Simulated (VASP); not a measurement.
# Zn (P6_3/mmc) in VASP: elastic constants with LDA

Aim: the elastic constants of Zn with LDA.

Everything below comes from runs of VASP 6.6.1. Logs are shortened: lines on timing, memory, paths and dates and some standing lists are left out, and cuts for length are marked.

## (1) The cell of the first run

Symmetry: P6_3/mmc, No. 194, hexagonal system. The conventional cell has a = 2.553 Å, b = 2.553 Å, c = 4.848 Å, α = 90.00°, β = 90.00°, γ = 120.00°. Zn (site symmetry -6m2) has 12 Zn at 2.55 to 2.84 Å within 3.4 Å.

## (2) Elastic constants, LDA

The input, INCAR:

```
SYSTEM = Zn
PREC = Accurate
ENCUT = 600
EDIFF = 1E-8
ISMEAR = -1
SIGMA = 0.15
LREAL = .FALSE.
LASPH = .TRUE.
NELM = 60
ALGO = Normal
ISIF = 3
LWAVE = .FALSE.
LCHARG = .TRUE.
GGA = CA
NBANDS = 19
IBRION = 6
NFREE = 2
POTIM = 0.015
NSW = 1
```

The input, KPOINTS:

```
Automatic mesh
0
G
  18 18 10
  0 0 0
```

The input, POSCAR:

```
Zn
1.0
    2.5525521522      0.0000000000      0.0000000000
   -1.2762760761      2.2105750082      0.0000000000
    0.0000000000      0.0000000000      4.8477357840
Zn
2
Direct
    0.3333333333      0.6666666667      0.2500000000
    0.6666666667      0.3333333333      0.7500000000
```

Potentials or basis: VASP PAW LDA potentials, release 64 (Zn).

Run with:

```
$ cat potpaw_LDA.64/Zn/POTCAR > POTCAR
$ mpirun -np 1 vasp_std > vasp.out
```

OUTCAR:

```text
SYSTEM = Zn
   PREC = Accurate
   ENCUT = 600
   EDIFF = 1E-8
   ISMEAR = -1
   LREAL = .FALSE.
   LASPH = .TRUE.
   NELM = 60
   ISIF = 3
   GGA = CA
   IBRION = 6
   NFREE = 2
   POTIM = 0.015
   NSW = 1

 ion  position               nearest neighbor table
   1  0.333  0.667  0.250-   2 2.84   2 2.84   2 2.84   2 2.84   2 2.84   2 2.84
   2  0.667  0.333  0.750-   1 2.84   1 2.84   1 2.84   1 2.84   1 2.84   1 2.84

  LATTYP: Found a hexagonal cell.
 ALAT       =     2.5525521522
 C/A-ratio  =     1.8991720815

  Lattice vectors:

 A1 = (   2.5525521522,   0.0000000000,   0.0000000000)
 A2 = (  -1.2762760761,   2.2105750082,   0.0000000000)
 A3 = (   0.0000000000,   0.0000000000,   4.8477357840)

Analysis of symmetry for initial positions (statically):
=====================================================================
 Subroutine PRICEL returns:
 Original cell was already a primitive cell.

 Routine SETGRP: Setting up the symmetry group for a
 hexagonal supercell.

 Subroutine GETGRP returns: Found 24 space group operations
 (whereof 12 operations were pure point group operations)
 out of a pool of 24 trial point group operations.

The static configuration has the point symmetry D_3d.
 The point group associated with its full space group is D_6h.

Analysis of symmetry for dynamics (positions and initial velocities):
=====================================================================
 Subroutine PRICEL returns:
 Original cell was already a primitive cell.

 Routine SETGRP: Setting up the symmetry group for a
 hexagonal supercell.

 Subroutine GETGRP returns: Found 24 space group operations
 (whereof 12 operations were pure point group operations)
 out of a pool of 24 trial point group operations.

The dynamic configuration has the point symmetry D_3d.
 The point group associated with its full space group is D_6h.

 Subroutine INISYM returns: Found 24 space group operations
 (whereof 12 operations are pure point group operations),
 and found     1 'primitive' translations

----------------------------------------------------------------------------------------

                                     Primitive cell

  volume of cell :      27.3539

  direct lattice vectors                    reciprocal lattice vectors
     2.552552152  0.000000000  0.000000000     0.391764767  0.226185494  0.000000000
    -1.276276076  2.210575008  0.000000000     0.000000000  0.452370988  0.000000000
     0.000000000  0.000000000  4.847735784     0.000000000  0.000000000  0.206281869

  length of vectors
     2.552552152  2.552552152  4.847735784     0.452370988  0.452370988  0.206281869

  position of ions in fractional coordinates (direct lattice)
     0.333333333  0.666666667  0.250000000
     0.666666667  0.333333333  0.750000000

  ion indices of the primitive-cell ions
   primitive index   ion index
                 1           1
                 2           2

----------------------------------------------------------------------------------------

 KPOINTS: Automatic mesh

Automatic generation of k-mesh.
 Grid dimensions read from file:
[... 110 lines left out ...]
  ---------------------------------------------------
  free energy    TOTEN  =        -3.76841413 eV

  energy without entropy =       -3.74394688  energy(sigma->0) =       -3.75618051

------------------------ aborting loop because EDIFF is reached ----------------------------------------

  FORCE on cell =-STRESS in cart. coord.  units (eV):
  Direction    XX          YY          ZZ          XY          YZ          ZX
  --------------------------------------------------------------------------------------
  -------------------------------------------------------------------------------------
  Total        0.1506958      0.1506958      0.0729812      0.0000000      0.0000000      0.0000000
  in kB        8.8265870      8.8265870      4.2746689      0.0000000      0.0000000      0.0000000
  external PRESSURE =       7.3092810 kB  Pullay stress =       0.0000000 kB
[... 89 lines left out ...]
  FREE ENERGIE OF THE ION-ELECTRON SYSTEM (eV)
  ---------------------------------------------------
  free  energy   TOTEN  =        -3.7611355992 eV

  energy  without entropy=       -3.7373159974  energy(sigma->0) =       -3.74922580

[... ionic steps 4 to 14 ...]

--------------------------------------- Ionic step       15  -------------------------------------------

 number of electron      23.9999975 magnetization

------------------------ aborting loop because EDIFF is reached ----------------------------------------
[... 67 lines left out ...]
--------------------------------------- Ionic step       17  -------------------------------------------

 number of electron      23.9999977 magnetization

 Free energy of the ion-electron system (eV)
  ---------------------------------------------------
  ext. energy  EPLUGINS =         0.00000000
  ---------------------------------------------------
  free energy    TOTEN  =        -3.76813048 eV

  energy without entropy =       -3.74367149  energy(sigma->0) =       -3.75590099

 E-fermi :   3.6696     XC(G=0): -12.4555

 val. band max:        3.6367158356   @ k =   0.2778   0.2778   0.3000
 cond. band min:       3.6740176697   @ k =   0.3333   0.2778   0.5000
 fundamental gap:      0.0373018342
 Fermi energy:         3.6696481415

 k-point     1 :       0.0000    0.0000    0.0000
  band No.  band energies     occupation
      1      -7.6050      2.00000
      2      -5.5753      2.00000
      3      -4.7017      2.00000
      4      -4.3905      2.00000
      5      -4.3905      2.00000
      6      -4.3352      2.00000
[... 505 lines left out ...]
      6      -4.2107      2.00000
[... 11 lines left out ...]
     18      17.7382      0.00000
     19      19.0035      0.00000

 [... further k-points ...]

------------------------ aborting loop because EDIFF is reached ----------------------------------------

  FORCE on cell =-STRESS in cart. coord.  units (eV):
  Direction    XX          YY          ZZ          XY          YZ          ZX
  --------------------------------------------------------------------------------------
  -------------------------------------------------------------------------------------
  Total        0.1412123      0.1412123      0.0644954      0.0000000      0.0000000      0.0000000
  in kB        8.2711201      8.2711201      3.7776419      0.0000000      0.0000000      0.0000000
  external PRESSURE =       6.7732940 kB  Pullay stress =       0.0000000 kB
[... 17 lines left out ...]
  FREE ENERGIE OF THE ION-ELECTRON SYSTEM (eV)
  ---------------------------------------------------
  free  energy   TOTEN  =        -3.7681304772 eV

  energy  without entropy=       -3.7436714947  energy(sigma->0) =       -3.75590099

 INTERNAL STRAIN TENSORS FROM STRAINED CELLS
 ============================================

 INTERNAL STRAIN TENSOR FOR ION    1 for displacements in x,y,z  (eV/Angst):
          X           Y           Z          XY          YZ          ZX
  --------------------------------------------------------------------------------
  x    -0.00000     0.00000    -0.00000     0.15134    -0.00000     0.00000
  y     0.14854    -0.15455    -0.00000     0.00009    -0.00002    -0.00005
  z     0.00000    -0.00000    -0.00000     0.00000    -0.00053    -0.00000

 INTERNAL STRAIN TENSORS FROM DISPLACED ATOMS
 ============================================

 INTERNAL STRAIN TENSOR FOR ION    1 for displacements in x,y,z  (eV/Angst):
          X           Y           Z          XY          YZ          ZX
  --------------------------------------------------------------------------------
  x     0.00000     0.00000     0.00000     0.14817     0.00000     0.00000
  y     0.14817    -0.14817     0.00000     0.00000     0.00000     0.00000
  z    -0.00000     0.00000    -0.00000     0.00000     0.00000     0.00000

 INTERNAL STRAIN TENSOR FOR ION    2 for displacements in x,y,z  (eV/Angst):
          X           Y           Z          XY          YZ          ZX
  --------------------------------------------------------------------------------
  x     0.00000     0.00000     0.00000    -0.14817     0.00000     0.00000
  y    -0.14817     0.14817     0.00000     0.00000     0.00000     0.00000
  z     0.00000     0.00000     0.00000     0.00000     0.00000     0.00000

 Eigenvectors and eigenvalues of the dynamical matrix
 ----------------------------------------------------

   1 f  =    4.398273 THz    27.635167 2PiTHz  146.710609 cm-1    18.189789 meV
             X         Y         Z           dx          dy          dz
     -0.000000  1.473717  1.211934     0.000000    0.000000   -0.707107
      1.276276  0.736858  3.635802    -0.000000    0.000000    0.707107
[... 16 lines left out ...]
   5 f  =    0.000000 THz     0.000000 2PiTHz    0.000000 cm-1     0.000000 meV
             X         Y         Z           dx          dy          dz
     -0.000000  1.473717  1.211934    -0.000000   -0.000000    0.707107
      1.276276  0.736858  3.635802     0.000000    0.000000    0.707107

   6 f/i=    0.000000 THz     0.000000 2PiTHz    0.000001 cm-1     0.000000 meV
             X         Y         Z           dx          dy          dz
     -0.000000  1.473717  1.211934     0.153476    0.690250    0.000000
      1.276276  0.736858  3.635802     0.153476    0.690250    0.000000

--------------------------------------------------------------------------------------------------------

 ELASTIC MODULI CONTR FROM IONIC RELAXATION (kBar)
 Direction    XX          YY          ZZ          XY          YZ          ZX
 --------------------------------------------------------------------------------
 XX          -2.0226      2.0226     -0.0000     -0.0000      0.0000      0.0000
 YY           2.0226     -2.0226      0.0000      0.0000      0.0000      0.0000
 ZZ          -0.0000      0.0000     -0.0000      0.0000      0.0000      0.0000
 XY          -0.0000      0.0000      0.0000     -2.0226      0.0000      0.0000
 YZ           0.0000      0.0000      0.0000      0.0000      0.0000      0.0000
 ZX           0.0000      0.0000      0.0000      0.0000      0.0000      0.0000
 --------------------------------------------------------------------------------

 TOTAL ELASTIC MODULI (kBar)
 Direction    XX          YY          ZZ          XY          YZ          ZX
 --------------------------------------------------------------------------------
 XX        2479.0226    604.9514    585.5902     -0.0000      0.0000      0.0000
 YY         604.9514   2479.0226    585.5902      0.0000     -0.0000      0.0000
 ZZ         585.5902    585.5902   1004.4004     -0.0000     -0.0000      0.0000
 XY          -0.0000      0.0000     -0.0000    937.0356      0.0000      0.0000
 YZ           0.0000     -0.0000     -0.0000      0.0000    446.1381      0.0000
 ZX           0.0000      0.0000      0.0000      0.0000      0.0000    446.1382
 --------------------------------------------------------------------------------
```

It took 29 min on 1 thread of Oxide Virtual Turin-like, shared host; peak memory 0.89 GiB.

What came out:

| Property | Result |
| --- | --- |
| Voigt bulk modulus | 106 GPa |
| Highest phonon frequency at Γ | 147 cm⁻¹ |

Phonon frequencies in cm⁻¹ (negative: imaginary):
```tsv
q point	frequencies
(0.000, 0.000, 0.000)	0 0 0 73 73 147
```

Elastic tensor in Voigt notation (GPa, in the Cartesian axes of the cell as first typed):
```
248  60  59   0   0   0
 60 248  59   0   0   0
 59  59 100   0   0   0
  0   0   0  45   0   0
  0   0   0   0  45   0
  0   0   0   0   0  94
```

Clamped-ion elastic tensor (GPa):
```
248  60  59   0   0   0
 60 248  59   0   0   0
 59  59 100   0   0   0
  0   0   0  45   0   0
  0   0   0   0  45   0
  0   0   0   0   0  94
```
